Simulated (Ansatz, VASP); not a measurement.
## Two plane-wave programs on As

Contents of INCAR:

```
ALGO = Normal
EDIFF = 1E-6
ENCUT = 510
GGA_COMPAT = F
ISIF = 2
ISMEAR = -1
LASPH = T
LCHARG = T
LELF = T
LREAL = F
LVHAR = T
LWAVE = F
NBANDS = 14
NELM = 120
PREC = Accurate
SIGMA = 0.05
```

The input KPOINTS:

```
k-points
0
Gamma
  10 10 10
```

POSCAR

```
As
1.0
    2.7392605843      0.0000000000      0.0000000000
    0.0000000000      2.7392605843      0.0000000000
    0.0000000000      0.0000000000      2.7392605843
As
1
Direct
    0.5000000000      0.5000000000      0.5000000000
```

input.yaml

```yaml
crystal:
  lattice:
    - [2.7392605843, 0.0, 0.0]
    - [0.0, 2.7392605843, 0.0]
    - [0.0, 0.0, 2.7392605843]
  atoms:
    - { symbol: As, position: [0.5, 0.5, 0.5] }
hamiltonian:
  xc: lda
  pseudopotentials: { kind: paw }
kpoints:
  mp_grid: { grid: [10, 10, 10] }
scf:
  occupations: { method: fermi_dirac, width: 0.05 }
output:
  forces: true
  stress: true
  eigenvalues: true
```

Alike in both runs: task single point; functional LDA; k mesh 10 × 10 × 10; occupations fermi-dirac, width 0.05 eV; no spin polarisation.

|  | VASP | Ansatz |
| --- | --- | --- |
| version | VASP 6.6.1 | Ansatz 0.2.0 |
| potentials or method | VASP PAW LDA potentials, release 64 (As_d) | Ansatz PAW |
| plane-wave cutoff (eV) | 510 | 420 |
| valence electrons in the cell | 15 | 15 |

|  | VASP | Ansatz | Ansatz less VASP |
| --- | --- | --- | --- |
| gap on the k mesh at the Fermi level (eV) | none | none | - |
| pressure (GPa) | -5.8 | -6.1 | -0.35 |

LDA's correlation is that of Perdew and Zunger in VASP and of Perdew and Wang (1992) in Ansatz. A gap of «none» marks a metal or a gap that the smearing closes.
